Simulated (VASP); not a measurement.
PbS, 2 atoms in the cell. It takes space group Fm-3m (No. 225, cubic). Conventional cell: a = 6.046 Å, b = 6.046 Å, c = 6.046 Å, α = 90.00°, β = 90.00°, γ = 90.00°. Pb (site symmetry m-3m) has 6 S at 3.02 Å within 4.0 Å. S (site symmetry m-3m) has 6 Pb at 3.02 Å within 4.0 Å.  This cell differs from its parent crystal: volume scaled by 1.06.

* Program: VASP 6.6.1
* Task: electric field gradients
* Functional: LDA
* Potentials or basis: VASP PAW LDA potentials, release 64 (Pb_d, S)
* Cutoff: 520 eV
* k mesh: 7 × 7 × 7
* Occupations: fermi-dirac, width 0.01 eV
* Spin: no spin polarisation
* Dipole correction: no
* Further INCAR settings: ALGO = Normal; EDIFF = 1e-08; NBANDS = 17

Potentials or basis: VASP PAW LDA potentials, release 64 (Pb_d, S).

Run with:

```bash
$ cat potpaw_LDA.64/Pb_d/POTCAR potpaw_LDA.64/S/POTCAR > POTCAR
$ mpirun -np 1 vasp_std > vasp.out
```

Hardware: 1 thread of Intel Xeon 8259CL, on a shared host.

Task: Estimate the wall time of this run.

Result: Wall time 25 s on 1 thread of Intel Xeon 8259CL (shared host), peak memory 0.16 GiB. Counts: scf iterations 14, k points 20.
